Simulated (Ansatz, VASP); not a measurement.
MgB2 in VASP and in Ansatz

```
CELL_PARAMETERS angstrom
3.08500 0.00000 0.00000
-1.54250 2.67169 0.00000
0.00000 0.00000 3.52300
ATOMIC_POSITIONS crystal
Mg 0.00000 0.00000 0.00000
B 0.33333 0.66667 0.50000
B 0.66667 0.33333 0.50000
```

Alike in both runs: task electric field gradients; functional r2SCAN; k mesh 14 × 14 × 12; occupations gaussian, width 0.05 eV; no spin polarisation.

|  | VASP | Ansatz |
| --- | --- | --- |
| version | VASP 6.6.1 | Ansatz 0.2.0 |
| potentials or method | VASP PAW PBE potentials, release 64 (Mg, B), cutoff 520 eV | scalar-relativistic, plane waves, PAW |
| valence electrons in the cell | 8 | 16 |

VASP gave:

- gap on the k mesh at the Fermi level (eV): none
- pressure (GPa): -2.6
- traceless stress, the component that is largest in VASP (GPa): 0.37
- size of Vzz on the site where it differs most (V/Å²): 0.1

Q: What did Ansatz give for the same quantities?

A: gap on the k mesh at the Fermi level (eV): none; pressure (GPa): -2.2; traceless stress, the component that is largest in VASP (GPa): 0.58; size of Vzz on the site where it differs most (V/Å²): 3.0.

VASP's potentials were made for PBE, not for r2SCAN. A gap of «none» marks a metal or a gap that the smearing closes. The functional is the same, so the differences come from potentials, cutoffs and numerics. VASP's potentials hold 8 valence electrons a cell and Ansatz's 16, so a difference there can come from the potentials and not from the codes.
